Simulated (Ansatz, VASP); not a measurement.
CdI2 in VASP and in Ansatz

The input INCAR:

```
PREC = Accurate ; ENCUT = 500
EDIFF = 1E-6 ; ISMEAR = 0
SIGMA = 0.01 ; LREAL = F
LASPH = T ; NELM = 200
ALGO = Normal ; ISIF = 2
LWAVE = F ; LCHARG = F
MAGMOM = 0 0 0 0 0 0 0 0 0 ; LORBIT = 11
LSORBIT = T ; GGA_COMPAT = F
LORBMOM = T ; GGA = PE
NBANDS = 39
```

KPOINTS

```
Automatic mesh
0
Gamma
  12 12 4
```

POSCAR

```
CdI2
1.0
    4.2487073931      0.0000000000      0.0000000000
   -2.1243536965      3.6794885357      0.0000000000
    0.0000000000      0.0000000000      6.8836385196
Cd I
1 2
Direct
    0.0000000000      0.0000000000      0.0000000000
    0.3333333333      0.6666666667      0.2495631425
    0.6666666667      0.3333333333      0.7504368575
```

Input for Ansatz:

```yaml
crystal:
  lattice:
    - [4.2487073931, 0.0, 0.0]
    - [-2.1243536965, 3.6794885357, 0.0]
    - [0.0, 0.0, 6.8836385196]
  atoms:
    - { symbol: Cd, position: [0.0, 0.0, 0.0] }
    - { symbol: I, position: [0.3333333333, 0.6666666667, 0.2495631425] }
    - { symbol: I, position: [0.6666666667, 0.3333333333, 0.7504368575] }
kpoints:
  mp_grid: { grid: [12, 12, 4] }
  band_path:
    path:
      - [0.0, 0.0, 0.0]
      - [0.5, 0.0, 0.0]
      - [0.3333333333, 0.3333333333, 0.0]
      - [0.0, 0.0, 0.5]
      - [0.5, 0.0, 0.5]
      - [0.3333333333, 0.3333333333, 0.5]
      - [-0.125, 0.125, 0.203125]
      - [0.0, 0.455729, 0.359375]
    npoints: 1
hamiltonian:
  xc: pbe
scf:
  occupations: { method: fixed }
  n_extra_bands: 8
magnetization:
  noncollinear: true
  spin_orbit: true
output:
  forces: true
  stress: true
  eigenvalues: true
```

Alike in both runs: task single point; functional PBE; k mesh 12 × 12 × 4; non-collinear spin, spin-orbit coupling.

```csv
,VASP,Ansatz
version,VASP 6.6.1,Ansatz 0.2.0
potentials or method,"VASP PAW PBE potentials, release 64 (Cd, I)","plane waves, PAW"
plane-wave cutoff (eV),500,420
occupations,"gaussian, width 0.01 eV",fixed
valence electrons in the cell,26,54
```

```tsv
	VASP	Ansatz	Ansatz less VASP
pressure (GPa)	1.8	1.7	-0.13
traceless stress, the component that is largest in VASP (GPa)	-0.05	-0.05	+0.006
rms of the force components (eV/Å)	0.052	0.041	-0.0110
```

Atom by atom the forces differ by 0.011 eV/Å (rms over components). VASP's potentials hold 26 valence electrons a cell and Ansatz's 54, so a difference there can come from the potentials and not from the codes.
